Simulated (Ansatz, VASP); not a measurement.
HgTe in VASP and in Ansatz

```xyz
2
Lattice="0.0000 3.2234 3.3769 3.2234 0.0000 3.3769 3.2234 3.2234 0.0000" Properties=species:S:1:pos:R:3 pbc="T T T"
Hg    0.0000    0.0000    0.0000
Te    1.6117    1.6117    1.6884
```

Change from the starting cell: epitaxial_xy strain -2.0%.

Alike in both runs: task single point; functional PBE; k mesh 6 × 6 × 6; occupations fermi-dirac, width 0.02 eV; no spin polarisation.

```csv
,VASP,Ansatz
version,VASP 6.6.1,Ansatz 0.2.0
potentials or method,"VASP PAW PBE potentials, release 64 (Hg, Te)","plane waves, PAW"
plane-wave cutoff (eV),520,420
valence electrons in the cell,18,36
```

```csv
,VASP,Ansatz,Ansatz less VASP
pressure (GPa),1.9,1.8,-0.05
"traceless stress, the component that is largest in VASP (GPa)",-0.45,-0.45,0.000
```

VASP's potentials hold 18 valence electrons a cell and Ansatz's 36, so a difference there can come from the potentials and not from the codes.

Neither program's run includes spin-orbit coupling.
